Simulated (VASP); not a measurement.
Wanted: the native input for a VASP 6.6.1 run.

- Task: single point
- Functional: LDA
- Potentials or basis: VASP PAW LDA potentials, release 64 (Zr_sv)
- Cutoff: 520 eV
- k mesh: 16 × 16 × 16
- Occupations: gaussian, width 0.1 eV
- Spin: no spin polarisation
- Dipole correction: no
- Further INCAR settings: ALGO = Normal; EDIFF = 1e-06; NBANDS = 12

The structure of Zr lies in POSCAR:

```
Zr
1.0
   -1.7408921646      1.7408921646      1.7408921646
    1.7408921646     -1.7408921646      1.7408921646
    1.7408921646      1.7408921646     -1.7408921646
Zr
1
Direct
    0.0000000000      0.0000000000      0.0000000000
```

The input as run:

INCAR

```
ALGO = Normal
EDIFF = 1E-6
ENCUT = 520
ISIF = 2
ISMEAR = 0
LASPH = T
LCHARG = F
LREAL = F
LWAVE = F
NBANDS = 12
NELM = 60
PREC = Accurate
SIGMA = 0.1
```

KPOINTS

```
k-points
0
Gamma
  16 16 16
```

Potentials or basis: VASP PAW LDA potentials, release 64 (Zr_sv).

The run is started by

```sh
$ cat potpaw_LDA.64/Zr_sv/POTCAR > POTCAR
$ mpirun -np 1 vasp_std > vasp.out
```

It gave:

```yaml
Pressure: 0.1 GPa
Band_gap_on_the_k_mesh: zero (band 6 reaches 10.76 eV, above the bottom of band 7 at 8.88 eV)
```

It took 12 s on 1 thread of Intel(R) Xeon(R) Platinum 8488C (Sapphire Rapids), on a shared host, peak memory 0.15 GiB.
